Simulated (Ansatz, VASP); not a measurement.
# Two plane-wave programs on SiNi

```
CELL_PARAMETERS angstrom
5.15439 0.00000 0.00000
0.00000 3.37576 0.00000
0.00000 0.00000 5.61839
ATOMIC_POSITIONS crystal
Si 0.82126 0.75000 0.58411
Si 0.17874 0.25000 0.41589
Si 0.32126 0.75000 0.91589
Si 0.67874 0.25000 0.08411
Ni 0.50830 0.25000 0.68842
Ni 0.49170 0.75000 0.31158
Ni 0.00830 0.25000 0.81158
Ni 0.99170 0.75000 0.18842
```

Alike in both runs: functional PBE; k mesh 8 × 10 × 6; occupations gaussian, width 0.1 eV; no spin polarisation.

Ansatz relaxed the structure, and its values are those at the end. VASP's run is a single point on that final structure, the one shown.

```csv
,VASP,Ansatz
version,VASP 6.6.1,Ansatz 0.2.0
potentials or method,"VASP PAW PBE potentials, release 64 (Si, Ni), cutoff 520 eV","scalar-relativistic, plane waves, PAW"
valence electrons in the cell,56,88
```

```csv
,VASP,Ansatz,Ansatz less VASP
gap on the k mesh at the Fermi level (eV),none,none,-
pressure (GPa),0.0,0.0,-0.03
rms of the force components (eV/Å),0.005,0.002,-0.0026
```

A gap of «none» marks a metal or a gap that the smearing closes. With one functional, cell and mesh, what is left measures potentials, basis and numerics. VASP's potentials hold 56 valence electrons a cell and Ansatz's 88, so a difference there can come from the potentials and not from the codes.
